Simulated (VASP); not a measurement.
# BP (F-43m) in VASP: density of states with PBE

Aim: the density of states of BP with PBE.

Program: VASP 6.6.1. These are calculated values, not measurements. Logs are shortened: lines on timing, memory, paths and dates and some standing lists are left out, and cuts for length are marked.

**1. The cell of the first run**

Symmetry: F-43m, No. 216, cubic system. Conventional cell: a = 4.757 Å, b = 4.757 Å, c = 4.757 Å, α = 90.00°, β = 90.00°, γ = 90.00°. Within 2.7 Å of P (site symmetry -43m) lie 4 B at 2.06 Å. Within 2.7 Å of B (site symmetry -43m) lie 4 P at 2.06 Å.

**2. Density of states, PBE**

Contents of POSCAR:

```
BP
1.0
    0.0000000000      2.3783720000      2.3783720000
    2.3783720000      0.0000000000      2.3783720000
    2.3783720000      2.3783720000      0.0000000000
P B
1 1
Direct
    0.2500000000      0.2500000000      0.2500000000
    0.0000000000      0.0000000000      0.0000000000
```

Contents of INCAR.step1:

```
ALGO = Normal
EDIFF = 1E-6
ENCUT = 420
GGA = PE
GGA_COMPAT = F
ISIF = 2
ISMEAR = 1
LASPH = T
LCHARG = T
LORBIT = 11
LREAL = F
LWAVE = F
NBANDS = 11
NEDOS = 2001
NELM = 120
PREC = Accurate
SIGMA = 0.053
```

Contents of KPOINTS.step1:

```
k-points
0
Gamma
  9 9 9
```

Contents of INCAR.step2:

```
ALGO = Normal
EDIFF = 1E-6
ENCUT = 420
GGA = PE
GGA_COMPAT = F
ICHARG = 11
ISIF = 2
ISMEAR = -5
LASPH = T
LCHARG = F
LORBIT = 10
LREAL = F
LWAVE = F
NEDOS = 2001
NELM = 120
PREC = Accurate
SIGMA = 0.053
```

Contents of KPOINTS.step2:

```
k-points
0
Gamma
  14 14 14
```

Potentials or basis: VASP PAW PBE potentials, release 64 (P, B).

On the command line:

```bash
cat potpaw_PBE.64/P/POTCAR potpaw_PBE.64/B/POTCAR > POTCAR
cp INCAR.step1 INCAR
cp KPOINTS.step1 KPOINTS
mpirun -np 1 vasp_std > vasp.out
cp INCAR.step2 INCAR
cp KPOINTS.step2 KPOINTS
mpirun -np 1 vasp_std > vasp.out
```

OUTCAR:

```text
EDIFF = 1E-6
   ENCUT = 420
   GGA = PE
   ICHARG = 11
   ISIF = 2
   ISMEAR = -5
   LASPH = T
   LORBIT = 10
   LREAL = F
   NELM = 120
   PREC = Accurate

 ion  position               nearest neighbor table
   1  0.250  0.250  0.250-   2 2.06   2 2.06   2 2.06   2 2.06
   2  0.000  0.000  0.000-   1 2.06   1 2.06   1 2.06   1 2.06

  LATTYP: Found a face centered cubic cell.
 ALAT       =     4.7567440000

  Lattice vectors:

 A1 = (   0.0000000000,   2.3783720000,   2.3783720000)
 A2 = (   2.3783720000,   0.0000000000,   2.3783720000)
 A3 = (   2.3783720000,   2.3783720000,   0.0000000000)

Analysis of symmetry for initial positions (statically):
=====================================================================
 Subroutine PRICEL returns:
 Original cell was already a primitive cell.

 Routine SETGRP: Setting up the symmetry group for a
 face centered cubic supercell.

 Subroutine GETGRP returns: Found 24 space group operations
 (whereof 24 operations were pure point group operations)
 out of a pool of 48 trial point group operations.

The static configuration has the point symmetry T_d .

Analysis of symmetry for dynamics (positions and initial velocities):
=====================================================================
 Subroutine PRICEL returns:
 Original cell was already a primitive cell.

 Routine SETGRP: Setting up the symmetry group for a
 face centered cubic supercell.

 Subroutine GETGRP returns: Found 24 space group operations
 (whereof 24 operations were pure point group operations)
 out of a pool of 48 trial point group operations.

The dynamic configuration has the point symmetry T_d .

 Subroutine INISYM returns: Found 24 space group operations
 (whereof 24 operations are pure point group operations),
 and found     1 'primitive' translations

----------------------------------------------------------------------------------------

                                     Primitive cell

  volume of cell :      26.9073

  direct lattice vectors                    reciprocal lattice vectors
     0.000000000  2.378372000  2.378372000    -0.210227837  0.210227837  0.210227837
     2.378372000  0.000000000  2.378372000     0.210227837 -0.210227837  0.210227837
     2.378372000  2.378372000  0.000000000     0.210227837  0.210227837 -0.210227837

  length of vectors
     3.363525939  3.363525939  3.363525939     0.364125294  0.364125294  0.364125294

  position of ions in fractional coordinates (direct lattice)
     0.250000000  0.250000000  0.250000000
     0.000000000  0.000000000  0.000000000

  ion indices of the primitive-cell ions
   primitive index   ion index
                 1           1
                 2           2

----------------------------------------------------------------------------------------

 KPOINTS: k-points

Automatic generation of k-mesh.
 Grid dimensions read from file:
 generate k-points for:   14   14   14

 Generating k-lattice:

  Cartesian coordinates                     Fractional coordinates (reciprocal lattice)
    -0.015016274  0.015016274  0.015016274     0.071428571  0.000000000  0.000000000
     0.015016274 -0.015016274  0.015016274     0.000000000  0.071428571  0.000000000
     0.015016274  0.015016274 -0.015016274     0.000000000  0.000000000  0.071428571

  Length of vectors
     0.026008950  0.026008950  0.026008950

  Shift w.r.t. Gamma in fractional coordinates (k-lattice)
     0.000000000  0.000000000  0.000000000

 TETIRR: Found    389 inequivalent tetrahedra from    16464

 Subroutine IBZKPT returns following result:
 ===========================================

 Found    104 irreducible k-points:

 Following reciprocal coordinates:
            Coordinates               Weight
  0.000000  0.000000  0.000000      1.000000
  0.071429  0.000000  0.000000      8.000000
  0.142857  0.000000  0.000000      8.000000
  0.214286  0.000000  0.000000      8.000000
  0.285714  0.000000  0.000000      8.000000
  0.357143  0.000000  0.000000      8.000000
[... 16 lines left out ...]
  0.214286  0.142857  0.000000     24.000000
  0.285714  0.142857  0.000000     24.000000
 [... further k-points ...]
   k-points           NKPTS =    104   k-points in BZ     NKDIM =    104   number of bands    NBANDS=      8
   number of dos      NEDOS =   2001   number of ions     NIONS =      2
   total plane-waves  NPLWV =  13824
   dimension x,y,z NGX =    24 NGY =   24 NGZ =   24
   dimension x,y,z NGXF=    48 NGYF=   48 NGZF=   48
   ions per type =               1   1
   NGX,Y,Z   is equivalent  to a cutoff of  11.86, 11.86, 11.86 a.u.
   NGXF,Y,Z  is equivalent  to a cutoff of  23.72, 23.72, 23.72 a.u.
 SYSTEM =  unknown system
   PREC   = accura    normal or accurate (medium, high low for compatibility)
   ISTART =      0    job   : 0-new  1-cont  2-samecut
   ICHARG =     11    charge: 1-file 2-atom 10-const
   ISPIN  =      1    spin polarized calculation?
   LNONCOLLINEAR =      F non collinear calculations
   LSORBIT =      F    spin-orbit coupling
   LASPH  =      T    aspherical Exc in radial PAW
   ENCUT  =  420.0 eV  30.87 Ry    5.56 a.u.   5.62  5.62  5.62*2*pi/ulx,y,z
   NELM   =    120;   NELMIN=  2; NELMDL=  0     # of ELM steps
   EDIFF  = 0.1E-05   stopping-criterion for ELM
   LREAL  =      F    real-space projection
   EDIFFG = 0.1E-04   stopping-criterion for IOM
   NSW    =      0    number of steps for IOM
   IBRION =     -1    ionic relax: 0-MD 1-quasi-New 2-CG
   NFREE  =      0    steps in history (QN), initial steepest desc. (CG)
   ISIF   =      2    stress and relaxation
   ISYM   =      2    0-nonsym 1-usesym 2-fastsym
   POTIM  = 0.5000    time-step for ionic-motion
   TEBEG  =    0.0;   TEEND  =   0.0 temperature during run
   PSTRESS=    0.0 pullay stress
   NELECT =       8.0000    total number of electrons
   NUPDOWN=      -1.0000    fix difference up-down
   EMIN   =  10.00;   EMAX   =-10.00  energy-range for DOS
   EFERMI =   0.00;   METHOD = LEGACY
   ISMEAR =    -5;   SIGMA  =   0.05  broadening in eV -4-tet -1-fermi 0-gaus
   EFERMI_NEDOS =   21; number of points for ismear=-14 and -15
   IALGO  =     38    algorithm
   IMIX   =      4    mixing-type and parameters
     AMIX     =   0.40;   BMIX     =  1.00
     AMIX_MAG =   1.60;   BMIX_MAG =  1.00
  volume/ion in A,a.u.               =      13.45        90.79
  Fermi-wavevector in a.u.,A,eV,Ry     =   1.092652  2.064812 16.243826  1.193888
  Thomas-Fermi vector in A             =   2.228921
   LORBIT       =     10    0 simple, 1 ext, 2 COOP (PROOUT), +10 PAW based schemes
   GGA     = PE    functional components
   LHFCALC =     F    Hartree Fock is set to
   AEXX    =    0.0000 exact exchange contribution
   IVDW    =     0    specifies the selected vdW correction
   LEPSILON=     F    determine dielectric tensor
   LRPA    =     F    only Hartree local field effects (RPA)
 non-spin polarized calculation
 Fermi weights with tetrahedron method with Bloechl corrections
  energy-cutoff  :      420.00
  volume of cell :       26.91
 maximum number of plane-waves:       544

 number of electron       8.0000000 magnetization

 Free energy of the ion-electron system (eV)
  ---------------------------------------------------
  ext. energy  EPLUGINS =         0.00000000
  ---------------------------------------------------
  free energy    TOTEN  =       -12.73074779 eV

  energy without entropy =      -12.73074779  energy(sigma->0) =      -12.73074779

 E-fermi :   5.8438     XC(G=0): -10.3079

 val. band max:        5.8415771651   @ k =   0.0000   0.0000   0.0000
 cond. band min:       7.2789731272   @ k =   0.4286   0.4286   0.0000
 fundamental gap:      1.4373959621
 Fermi energy:         5.8437933438

 k-point     1 :       0.0000    0.0000    0.0000
  band No.  band energies     occupation
      1      -8.4141      2.00000
      2       5.8416      2.00000
      3       5.8416      2.00000
      4       5.8416      2.00000
      5       9.0678      0.00000
      6       9.0678      0.00000
      7       9.0678      0.00000
      8      11.1719      0.00000

 k-point     2 :       0.0714    0.0000    0.0000
  band No.  band energies     occupation
      1      -8.3326      2.00000
      2       5.1530      2.00000
      3       5.7017      2.00000
      4       5.7017      2.00000
      5       9.2614      0.00000
      6       9.2614      0.00000
      7       9.2692      0.00000
      8      11.5224      0.00000

 k-point     3 :       0.1429    0.0000    0.0000
  band No.  band energies     occupation
      1      -8.0898      2.00000
      2       3.7399      2.00000
      3       5.3785      2.00000
      4       5.3785      2.00000
      5       9.3586      0.00000
      6       9.7092      0.00000
      7       9.7092      0.00000
      8      12.4672      0.00000

 k-point     4 :       0.2143    0.0000    0.0000
  band No.  band energies     occupation
      1      -7.6926      2.00000
      2       2.1753      2.00000
      3       5.0173      2.00000
      4       5.0173      2.00000
      5       9.2463      0.00000
      6      10.1633      0.00000
      7      10.1633      0.00000
      8      13.5924      0.00000

 k-point     5 :       0.2857    0.0000    0.0000
  band No.  band energies     occupation
      1      -7.1573      2.00000
      2       0.6565      2.00000
      3       4.6995      2.00000
      4       4.6995      2.00000
      5       9.0839      0.00000
      6      10.4361      0.00000
      7      10.4361      0.00000
      8      14.5864      0.00000
[... 177 lines left out ...]
 k-point    22 :       0.1429    0.1429    0.0000
  band No.  band energies     occupation
      1      -7.9808      2.00000
      2       4.2741      2.00000
      3       4.6221      2.00000
      4       4.6221      2.00000
      5       8.4189      0.00000
      6      10.7611      0.00000
      7      10.7611      0.00000
      8      11.9737      0.00000

 k-point    23 :       0.2143    0.1429    0.0000
  band No.  band energies     occupation
      1      -7.6874      2.00000
      2       3.1033      2.00000
      3       4.2300      2.00000
      4       4.4079      2.00000
      5       8.4420      0.00000
      6      11.0512      0.00000
      7      11.3774      0.00000
      8      12.1110      0.00000

 k-point    24 :       0.2857    0.1429    0.0000
  band No.  band energies     occupation
      1      -7.2452      2.00000
      2       1.6876      2.00000
      3       3.9246      2.00000
      4       4.0505      2.00000
      5       8.7717      0.00000
      6      11.0373      0.00000
      7      11.7953      0.00000
      8      12.2900      0.00000

 [... further k-points ...]
[... 5 lines left out ...]
  --------------------------------------------------------------------------------------
  -------------------------------------------------------------------------------------
  Total       -2.8343431     -2.8343431     -2.8343431     -0.0000000     -0.0000000     -0.0000000
  in kB     -168.7693818   -168.7693818   -168.7693818     -0.0000000     -0.0000000     -0.0000000
  external PRESSURE =    -168.7693818 kB  Pullay stress =       0.0000000 kB

 VOLUME and BASIS-vectors are now :
 -----------------------------------------------------------------------------
  energy-cutoff  :      420.00
  volume of cell :       26.91
      direct lattice vectors                 reciprocal lattice vectors
     0.000000000  2.378372000  2.378372000    -0.210227837  0.210227837  0.210227837
     2.378372000  0.000000000  2.378372000     0.210227837 -0.210227837  0.210227837
     2.378372000  2.378372000  0.000000000     0.210227837  0.210227837 -0.210227837

 POSITION                                       TOTAL-FORCE (eV/Angst)
 -----------------------------------------------------------------------------------
      1.18919      1.18919      1.18919        -0.000000     -0.000000     -0.000000
      0.00000      0.00000      0.00000         0.000000      0.000000      0.000000
 -----------------------------------------------------------------------------------
    total drift:                                0.000000      0.000000      0.000000

  FREE ENERGIE OF THE ION-ELECTRON SYSTEM (eV)
  ---------------------------------------------------
  free  energy   TOTEN  =       -12.7307477902 eV

  energy  without entropy=      -12.7307477902  energy(sigma->0) =      -12.73074779

 total charge

# of ion       s       p       d       tot
------------------------------------------
    1        0.995   1.490   0.000   2.485
    2        0.643   1.113   0.000   1.756
--------------------------------------------------
tot          1.638   2.603   0.000   4.242
```

Run time: 21 s. Hardware: 1 thread of Intel Xeon 8259CL, shared host; peak memory 0.13 GiB.

Results:

```yaml
Valence_electrons_inside_the_program's_atomic_spheres: P 2.48; B 1.76
```
